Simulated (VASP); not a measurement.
Input of a VASP 6.6.1 run:

The input INCAR:

```
  PREC = Accurate
  ENCUT = 520
  EDIFF = 1E-7
  ISMEAR = -1
  SIGMA = 0.1
  LREAL = False
  LASPH = True
  NELM = 80
  ALGO = Normal
  ISIF = 2
  LWAVE = False
  LCHARG = False
  GGA = CA
  NBANDS = 8
```

KPOINTS

```
regular mesh
0
Gamma
  13 13 13
```

Contents of POSCAR:

```
As
1.0
    2.7445973252      0.0000000000      0.0000000000
    0.0000000000      2.7445973252      0.0000000000
    0.0000000000      0.0000000000      2.7445973252
As
1
Direct
    0.0000000000      0.0000000000      0.0000000000
```

Potentials or basis: VASP PAW LDA potentials, release 64 (As).

Run with:

```bash
$ cat potpaw_LDA.64/As/POTCAR > POTCAR
$ mpirun -np 1 vasp_std > vasp.out
```

**Question.** Estimate the pressure.

**Answer.** -5.9 GPa.
